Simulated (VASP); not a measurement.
# CO in VASP: a series of runs

CO is run at these levels: PBE+D3(BJ); tasks: single point.

Program: VASP 6.6.1. These are calculated values, not measurements. Logs are shortened: lines on timing, memory, paths and dates and some standing lists are left out, and cuts for length are marked.

### 1 The cell of the first run

The cell holds a disordered packing, 20 atoms: a = 9.102 Å, b = 9.102 Å, c = 9.102 Å, α = 90.00°, β = 90.00°, γ = 90.00°.

### 2 Single point, PBE+D3(BJ)

INCAR reads:

```
SYSTEM = CO
  PREC = Accurate
  ENCUT = 1000
  EDIFF = 1E-6
  ISMEAR = -1
  SIGMA = 0.02
  LREAL = Auto
  LASPH = .TRUE.
  NELM = 120
  ALGO = Normal
  ISIF = 2
  LWAVE = .FALSE.
  LCHARG = .FALSE.
  GGA = PE
  IVDW = 12
  NBANDS = 66
  GGA_COMPAT = .FALSE.
```

KPOINTS reads:

```
Automatic mesh
0
G
  1 1 1
  0 0 0
```

POSCAR reads:

```
CO
1.0
    9.1017270000      0.0000000000      0.0000000000
    0.0000000000      9.1017270000      0.0000000000
    0.0000000000      0.0000000000      9.1017270000
O C
10 10
Direct
    0.1842837079      0.1308982350      0.0318181374
    0.6539088681      0.1440825461      0.8776136661
    0.6492064638      0.6015561662      0.5594762401
    0.6916489585      0.0895873937      0.4978615597
    0.7286858857      0.8411260852     -0.0480897746
    0.3480328513      0.4624287237      0.8649896882
    0.1318321237      0.1931062094      0.7039872763
    0.2184860082      0.5598168348      0.5053876039
    0.7242032199      0.3883219086      0.2493592699
    0.3432645255      0.9222315721      0.5876686919
    0.2503810541      0.1307334311      0.1367322927
    0.7036137208      0.2588409870      0.8747570653
    0.7133920848      0.5260869723      0.6315394870
    0.7224672856     -0.0051308944      0.5730780543
    0.6442953079      0.7692606030      0.0150081408
    0.3910137054      0.4402461203      0.9816488673
    0.2567095234      0.1918536999      0.7201160835
    0.1069467366      0.5538838948      0.5542794241
    0.7436830395      0.4864571306      0.1735275075
    0.3468902111      0.9142660508      0.4629451092
```

Potentials or basis: VASP PAW PBE potentials, release 64 (O_h, C_h).

Run with:

```console
cat potpaw_PBE.64/O_h/POTCAR potpaw_PBE.64/C_h/POTCAR > POTCAR
mpirun -np 1 vasp_gam > vasp.out
```

OUTCAR:

```text
SYSTEM = CO
   PREC = Accurate
   ENCUT = 1000
   EDIFF = 1E-6
   ISMEAR = -1
   LREAL = Auto
   LASPH = .TRUE.
   NELM = 120
   ISIF = 2
   GGA = PE
   IVDW = 12
 IVDW          = 12

 ion  position               nearest neighbor table
   1  0.184  0.131  0.032-  11 1.13
   2  0.654  0.144  0.878-  12 1.14
   3  0.649  0.602  0.559-  13 1.12
   4  0.692  0.090  0.498-  14 1.14
   5  0.729  0.841  0.952-  15 1.16
   6  0.348  0.462  0.865-  16 1.15
[... 12 lines left out ...]
  19  0.744  0.486  0.174-   9 1.14
  20  0.347  0.914  0.463-  10 1.14

  LATTYP: Found a simple cubic cell.
 ALAT       =     9.1017270000

  Lattice vectors:

 A1 = (   9.1017270000,   0.0000000000,   0.0000000000)
 A2 = (   0.0000000000,   9.1017270000,   0.0000000000)
 A3 = (   0.0000000000,   0.0000000000,   9.1017270000)

Analysis of symmetry for initial positions (statically):
=====================================================================
 Subroutine PRICEL returns:
 Original cell was already a primitive cell.

 Routine SETGRP: Setting up the symmetry group for a
 simple cubic supercell.

 Subroutine GETGRP returns: Found  1 space group operations
 (whereof  1 operations were pure point group operations)
 out of a pool of 48 trial point group operations.

The static configuration has the point symmetry C_1 .

Analysis of symmetry for dynamics (positions and initial velocities):
=====================================================================
 Subroutine PRICEL returns:
 Original cell was already a primitive cell.

 Routine SETGRP: Setting up the symmetry group for a
 simple cubic supercell.

 Subroutine GETGRP returns: Found  1 space group operations
 (whereof  1 operations were pure point group operations)
 out of a pool of 48 trial point group operations.

The dynamic configuration has the point symmetry C_1 .

 Subroutine INISYM returns: Found  1 space group operations
 (whereof  1 operations are pure point group operations),
 and found     1 'primitive' translations

----------------------------------------------------------------------------------------

                                     Primitive cell

  volume of cell :     754.0001

  direct lattice vectors                    reciprocal lattice vectors
     9.101727000  0.000000000  0.000000000     0.109869259  0.000000000  0.000000000
     0.000000000  9.101727000  0.000000000     0.000000000  0.109869259  0.000000000
     0.000000000  0.000000000  9.101727000     0.000000000  0.000000000  0.109869259

  length of vectors
     9.101727000  9.101727000  9.101727000     0.109869259  0.109869259  0.109869259

  position of ions in fractional coordinates (direct lattice)
     0.184283708  0.130898235  0.031818137
     0.653908868  0.144082546  0.877613666
     0.649206464  0.601556166  0.559476240
     0.691648958  0.089587394  0.497861560
     0.728685886  0.841126085  0.951910225
     0.348032851  0.462428724  0.864989688
[... 12 lines left out ...]
     0.743683039  0.486457131  0.173527507
     0.346890211  0.914266051  0.462945109

  ion indices of the primitive-cell ions
   primitive index   ion index
                 1           1
                 2           2
                 3           3
                 4           4
                 5           5
                 6           6
[... 12 lines left out ...]
                19          19
                20          20

----------------------------------------------------------------------------------------

 KPOINTS: Automatic mesh

Automatic generation of k-mesh.
 Grid dimensions read from file:
 generate k-points for:    1    1    1

 Generating k-lattice:

  Cartesian coordinates                     Fractional coordinates (reciprocal lattice)
     0.109869259  0.000000000  0.000000000     1.000000000  0.000000000  0.000000000
     0.000000000  0.109869259  0.000000000     0.000000000  1.000000000  0.000000000
     0.000000000  0.000000000  0.109869259     0.000000000  0.000000000  1.000000000

  Length of vectors
     0.109869259  0.109869259  0.109869259

  Shift w.r.t. Gamma in fractional coordinates (k-lattice)
     0.000000000  0.000000000  0.000000000

 Subroutine IBZKPT returns following result:
 ===========================================

 Found      1 irreducible k-points:

 Following reciprocal coordinates:
            Coordinates               Weight
  0.000000  0.000000  0.000000      1.000000
   k-points           NKPTS =      1   k-points in BZ     NKDIM =      1   number of bands    NBANDS=     66
   number of dos      NEDOS =    301   number of ions     NIONS =     20
   total plane-waves  NPLWV = 884736
   dimension x,y,z NGX =    96 NGY =   96 NGZ =   96
   dimension x,y,z NGXF=   192 NGYF=  192 NGZF=  192
   ions per type =              10  10
   NGX,Y,Z   is equivalent  to a cutoff of  17.53, 17.53, 17.53 a.u.
   NGXF,Y,Z  is equivalent  to a cutoff of  35.07, 35.07, 35.07 a.u.
 SYSTEM =  CO
   PREC   = accura    normal or accurate (medium, high low for compatibility)
   ISTART =      0    job   : 0-new  1-cont  2-samecut
   ICHARG =      2    charge: 1-file 2-atom 10-const
   ISPIN  =      1    spin polarized calculation?
   LNONCOLLINEAR =      F non collinear calculations
   LSORBIT =      F    spin-orbit coupling
   LASPH  =      T    aspherical Exc in radial PAW
   ENCUT  = 1000.0 eV  73.50 Ry    8.57 a.u.  23.47 23.47 23.47*2*pi/ulx,y,z
   NELM   =    120;   NELMIN=  2; NELMDL= -5     # of ELM steps
   EDIFF  = 0.1E-05   stopping-criterion for ELM
   LREAL  =      T    real-space projection
   EDIFFG = 0.1E-04   stopping-criterion for IOM
   NSW    =      0    number of steps for IOM
   IBRION =     -1    ionic relax: 0-MD 1-quasi-New 2-CG
   NFREE  =      0    steps in history (QN), initial steepest desc. (CG)
   ISIF   =      2    stress and relaxation
   ISYM   =      2    0-nonsym 1-usesym 2-fastsym
   POTIM  = 0.5000    time-step for ionic-motion
   TEBEG  =    0.0;   TEEND  =   0.0 temperature during run
   PSTRESS=    0.0 pullay stress
   NELECT =     100.0000    total number of electrons
   NUPDOWN=      -1.0000    fix difference up-down
   EMIN   =  10.00;   EMAX   =-10.00  energy-range for DOS
   EFERMI =   0.00;   METHOD = LEGACY
   ISMEAR =    -1;   SIGMA  =   0.02  broadening in eV -4-tet -1-fermi 0-gaus
   EFERMI_NEDOS =   21; number of points for ismear=-14 and -15
   IALGO  =     38    algorithm
   IMIX   =      4    mixing-type and parameters
     AMIX     =   0.40;   BMIX     =  1.00
     AMIX_MAG =   1.60;   BMIX_MAG =  1.00
  volume/ion in A,a.u.               =      37.70       254.41
  Fermi-wavevector in a.u.,A,eV,Ry     =   0.834868  1.577671  9.483318  0.697004
  Thomas-Fermi vector in A             =   1.948331
   LORBIT       =      0    0 simple, 1 ext, 2 COOP (PROOUT), +10 PAW based schemes
   GGA     = PE    functional components
   LHFCALC =     F    Hartree Fock is set to
   AEXX    =    0.0000 exact exchange contribution
   IVDW    =    12    specifies the selected vdW correction
   LEPSILON=     F    determine dielectric tensor
   LRPA    =     F    only Hartree local field effects (RPA)
 non-spin polarized calculation
  energy-cutoff  :     1000.00
  volume of cell :      754.00
 maximum number of plane-waves:     27170
 NGX is ok and might be reduce to    96
   NGX = 47   NGY = 47   NGZ = 47

 number of electron     100.0000000 magnetization

 number of electron      99.9999999 magnetization

 Free energy of the ion-electron system (eV)
  ---------------------------------------------------
  ext. energy  EPLUGINS =         0.00000000
  ---------------------------------------------------
  free energy    TOTEN  =      -149.26752265 eV

  energy without entropy =     -149.26752265  energy(sigma->0) =     -149.26752265

 E-fermi :  -5.6351     XC(G=0):  -4.7028

 val. band max:       -6.1532242519   @ k =   0.0000   0.0000   0.0000
 cond. band min:      -0.4226323957   @ k =   0.0000   0.0000   0.0000
 fundamental gap:      5.7305918562
 Fermi energy:        -5.6351287107

 k-point     1 :       0.0000    0.0000    0.0000
  band No.  band energies     occupation
      1     -27.3891      2.00000
      2     -27.1635      2.00000
      3     -27.0892      2.00000
      4     -26.9974      2.00000
      5     -26.9151      2.00000
      6     -26.8943      2.00000
[... 54 lines left out ...]
     61       0.3036      0.00000
     62       0.3657      0.00000
 [bands above 62 left out]

------------------------ aborting loop because EDIFF is reached ----------------------------------------

 Edisp (eV)   -0.69961

 E8    (eV) :    -0.1801

  FORCE on cell =-STRESS in cart. coord.  units (eV):
  Direction    XX          YY          ZZ          XY          YZ          ZX
  --------------------------------------------------------------------------------------
  -------------------------------------------------------------------------------------
  Total       0.83415     0.13317    -0.03481    -2.13972     0.48741     0.41450
  in kB       1.77248     0.28297    -0.07397    -4.54670     1.03570     0.88076
  external pressure =        0.66 kB  Pullay stress =        0.00 kB

 VOLUME and BASIS-vectors are now :
 -----------------------------------------------------------------------------
  energy-cutoff  :     1000.00
  volume of cell :      754.00
      direct lattice vectors                 reciprocal lattice vectors
     9.101727000  0.000000000  0.000000000     0.109869259  0.000000000  0.000000000
     0.000000000  9.101727000  0.000000000     0.000000000  0.109869259  0.000000000
     0.000000000  0.000000000  9.101727000     0.000000000  0.000000000  0.109869259

 POSITION                                       TOTAL-FORCE (eV/Angst)
 -----------------------------------------------------------------------------------
      1.67730      1.19140      0.28960        -0.485602     -0.051294     -0.639146
      5.95170      1.31140      7.98780         0.074981      0.352071     -0.047843
      5.90890      5.47520      5.09220        -1.372383      1.622104     -1.528399
      6.29520      0.81540      4.53140         0.011112     -0.013688      0.026202
      6.63230      7.65570      8.66403        -1.659960     -1.579171      1.335859
      3.16770      4.20890      7.87290         0.534092     -0.139419      1.425313
[... 12 lines left out ...]
      6.76880      4.42760      1.57940        -0.018483     -0.672515      0.511854
      3.15730      8.32140      4.21360         0.000460     -0.048056      0.197174
 -----------------------------------------------------------------------------------
    total drift:                               -0.004886     -0.001788      0.000238

  FREE ENERGIE OF THE ION-ELECTRON SYSTEM (eV)
  ---------------------------------------------------
  free  energy   TOTEN  =      -149.9671339295 eV

  energy  without entropy=     -149.9671339295  energy(sigma->0) =     -149.96713393
```

It took 5.3 min on 1 thread of AMD EPYC 7R13 (Zen 3), shared host; peak memory 1.4 GiB.

What came out:

| Item | Value |
| --- | --- |
| Free energy | -149.9671 eV |
| Pressure | 0.1 GPa |
| Largest force | 3.253 eV/Å |
| Dispersion energy per atom | -0.035 eV |

Forces on the atoms (eV/Å):
```
O   -0.486 -0.051 -0.639
O    0.075  0.352 -0.048
O   -1.372  1.622 -1.528
O    0.011 -0.014  0.026
O   -1.660 -1.579  1.336
O    0.534 -0.139  1.425
O    1.101 -0.002  0.082
O    2.982  0.145 -1.293
O    0.083  0.593 -0.453
O    0.031 -0.128 -0.281
C    0.471  0.015  0.778
C   -0.104 -0.323  0.144
C    1.346 -1.568  1.472
C    0.029 -0.002 -0.075
C    1.605  1.579 -1.369
C   -0.475  0.311 -1.369
C   -1.176  0.051 -0.202
C   -2.977 -0.141  1.285
C   -0.018 -0.673  0.512
C    0.000 -0.048  0.197
```

Stress tensor (GPa, compression positive):
```
 0.18 -0.45  0.09
-0.45  0.03  0.10
 0.09  0.10 -0.01
```

Levels at points of the mesh, in eV from the Fermi level:
| k point | band 47 | band 48 | band 49 | band 50 | band 51 | band 52 | band 53 | band 54 |
| --- | --- | --- | --- | --- | --- | --- | --- | --- |
| (0.00, 0.00, 0.00) | -0.98 | -0.88 | -0.63 | -0.52 | 5.21 | 5.37 | 5.53 | 5.59 |

Caveat: the k points lie up to 0.69 Å⁻¹ apart; the atoms stand as in a frame of molecular dynamics.

### 3 Single point, PBE+D3(BJ)

INCAR reads:

```
SYSTEM = CO
PREC = Accurate
ENCUT = 1000
EDIFF = 1E-6
ISMEAR = -1
SIGMA = 0.02
LREAL = Auto
LASPH = .True.
NELM = 120
ALGO = Normal
ISIF = 2
LWAVE = .False.
LCHARG = .False.
GGA = PE
IVDW = 12
NBANDS = 66
GGA_COMPAT = .False.
```

KPOINTS reads:

```
regular mesh
0
Gamma
  1 1 1
  0 0 0
```

POSCAR reads:

```
CO
1.0
    9.1017270000      0.0000000000      0.0000000000
    0.0000000000      9.1017270000      0.0000000000
    0.0000000000      0.0000000000      9.1017270000
O C
10 10
Direct
    0.2159919760      0.0866978322      0.1110228861
    0.5843836010      0.1711543315      0.8775807053
    0.6147624511      0.5266473055      0.5361070487
    0.7069207855      0.1095945857      0.4604950247
    0.7085468505      0.8100001242     -0.0525614534
    0.3699188077      0.5845154442      0.8814041555
    0.2236608503      0.2077957293      0.6534034695
    0.1597279286      0.5380297607      0.4769204789
    0.6820573722      0.3880911831      0.2501832894
    0.3791368385      0.8631328977      0.5593004492
    0.2999760375      0.1607606996      0.1684735216
    0.6144108695      0.2853853999      0.9174522593
    0.6999331006      0.5779013148      0.6153447582
    0.7065911777      0.0089433577      0.5343601275
    0.6438338570      0.7185449531     -0.0041970057
    0.3681389257      0.5076838714      0.9780561425
    0.2827705116      0.1862174069      0.7597019774
    0.1252179943      0.6052697472      0.5804063339
    0.8052757460      0.3839161513      0.2363068020
    0.3711163826      0.8951487998      0.4392463101
```

Potentials or basis: VASP PAW PBE potentials, release 64 (O_h, C_h).

Run with:

```console
cat potpaw_PBE.64/O_h/POTCAR potpaw_PBE.64/C_h/POTCAR > POTCAR
mpirun -np 1 vasp_gam > vasp.out
```

Wall time 6.5 min (1 thread of Intel Xeon Platinum 8375C at 2.90GHz (Ice Lake), shared host); peak memory 1.4 GiB.

The run converged. Its results:

```
Free energy                : -149.9692 eV
Pressure                   : 0.1 GPa
Largest force              : 3.157 eV/Å
Dispersion energy per atom : -0.035 eV
```

Forces in eV/Å, atoms in the order of the input:
```
O    0.687  0.651  0.492
O    0.105 -0.116  0.025
O    1.479  0.954  1.481
O    0.009 -0.069  0.086
O    1.623  2.331 -1.248
O   -0.094  0.869 -1.203
O   -0.653  0.226 -1.196
O   -0.851  1.651  2.547
O   -0.600  0.021  0.044
O   -0.009 -0.071  0.246
C   -0.688 -0.654 -0.458
C    0.109  0.058 -0.046
C   -1.511 -0.919 -1.392
C    0.054  0.065 -0.051
C   -1.434 -2.204  1.314
C   -0.138 -0.931  1.127
C    0.484 -0.211  1.108
C    0.823 -1.680 -2.543
C    0.629 -0.008 -0.085
C   -0.023  0.038 -0.248
```

Stress tensor (GPa, compression positive):
```
 0.18  0.20 -0.10
 0.20  0.16 -0.95
-0.10 -0.95 -0.14
```

Levels at points of the mesh, in eV from the Fermi level:
| k point | band 46 | band 47 | band 48 | band 49 | band 50 | band 51 | band 52 | band 53 | band 54 | band 55 |
| --- | --- | --- | --- | --- | --- | --- | --- | --- | --- | --- |
| (0.00, 0.00, 0.00) | -0.95 | -0.86 | -0.78 | -0.72 | -0.48 | 5.41 | 5.46 | 5.53 | 5.58 | 5.63 |

Caveat: the k points lie up to 0.69 Å⁻¹ apart; the atoms stand as in a frame of molecular dynamics.

### 4 Single point, PBE+D3(BJ)

Edit INCAR of step 3 so:

```diff
@@ -12,5 +12,7 @@
 LWAVE = .False.
-LCHARG = .False.
+LCHARG = .True.
 GGA = PE
 IVDW = 12
+LELF = .True.
+LVHAR = .True.
 NBANDS = 66
```

KPOINTS is that of step 3.

POSCAR reads:

```
CO
1.0
    9.1017270000      0.0000000000      0.0000000000
    0.0000000000      9.1017270000      0.0000000000
    0.0000000000      0.0000000000      9.1017270000
O C
10 10
Direct
    0.0880172932     -0.0601697195      0.1402210122
    0.8388956900      0.3423069062      0.9194965145
    0.7030387183      0.6238948299      0.7523770816
    0.6945492826      0.0016451834      0.5294552051
    0.6132397142      0.7901809840      0.0881319847
    0.2769415995      0.3818181366      0.9344956397
    0.0724004930      0.2142155193      0.6034475701
    0.1675895185      0.5623352837      0.5689517447
    0.7030825136      0.4045663922      0.2632399209
    0.2721168455      0.9210915389      0.5385401722
    0.0593548012      0.0401692161      0.2085746485
    0.9020774634      0.2365039976      0.9400087333
    0.6820984804      0.6072043325      0.6305559227
    0.7135296036      0.0153004354      0.4068470181
    0.7040209276      0.8615051324      0.0406157611
    0.3625989385      0.3633990711      0.8455820412
   -0.0267641102      0.2568837964      0.5408222004
    0.2651289603      0.5667306530      0.4911761340
    0.7920550948      0.4897143512      0.2835960244
    0.3295759718      0.9926025597      0.4539300706
```

Run with:

```console
cat potpaw_PBE.64/O_h/POTCAR potpaw_PBE.64/C_h/POTCAR > POTCAR
mpirun -np 1 vasp_gam > vasp.out
```

It took 2.9 min on 1 thread of Intel Xeon 6975P-C (Granite Rapids), shared host; peak memory 1.4 GiB.

The run converged. Its results:

* Free energy: -150.2940 eV
* Pressure: -0.1 GPa
* Largest force: 0.165 eV/Å
* Dispersion energy per atom: -0.034 eV

Forces in eV/Å, atoms in the order of the input:
```
O   -0.009  0.014  0.010
O    0.067 -0.145  0.031
O   -0.002  0.005  0.009
O    0.009 -0.006 -0.014
O    0.051  0.029 -0.021
O    0.060 -0.026 -0.070
O   -0.022  0.015 -0.023
O    0.037  0.002 -0.021
O    0.041  0.052  0.011
O    0.031  0.022 -0.013
C    0.005 -0.025 -0.005
C   -0.072  0.146 -0.026
C   -0.012  0.003 -0.014
C    0.001 -0.012  0.012
C   -0.055 -0.031  0.024
C   -0.061  0.021  0.070
C    0.022 -0.006  0.021
C   -0.027  0.003  0.014
C   -0.045 -0.046 -0.017
C   -0.017 -0.016  0.023
```

Levels at points of the mesh, in eV from the Fermi level:
```tsv
k point	band 46	band 47	band 48	band 49	band 50	band 51	band 52	band 53	band 54	band 55
(0.00, 0.00, 0.00)	-0.81	-0.74	-0.60	-0.51	-0.49	5.68	5.74	5.85	5.86	5.94
```

Caveat: the k points lie up to 0.69 Å⁻¹ apart.

### 5 The runs side by side

```tsv
cell	pressure (GPa)	largest force (eV/Å)
as given, atomic positions A	0.1	3.25
as given, atomic positions B	0.1	3.16
as given, atomic positions C	-0.1	0.16
```

Alike in all rows: task single point; level PBE+D3(BJ); potentials or basis VASP PAW PBE potentials, release 64 (O_h, C_h); no spin polarisation; k mesh 1 × 1 × 1; cutoff (eV) 1000; smearing fermi-dirac 0.02 eV.

Caveats: all runs use coarse meshes; the atoms stand as in a frame of molecular dynamics (at least some runs).

Total energies depend on the potentials used, so only differences within one code and one set of settings carry meaning.
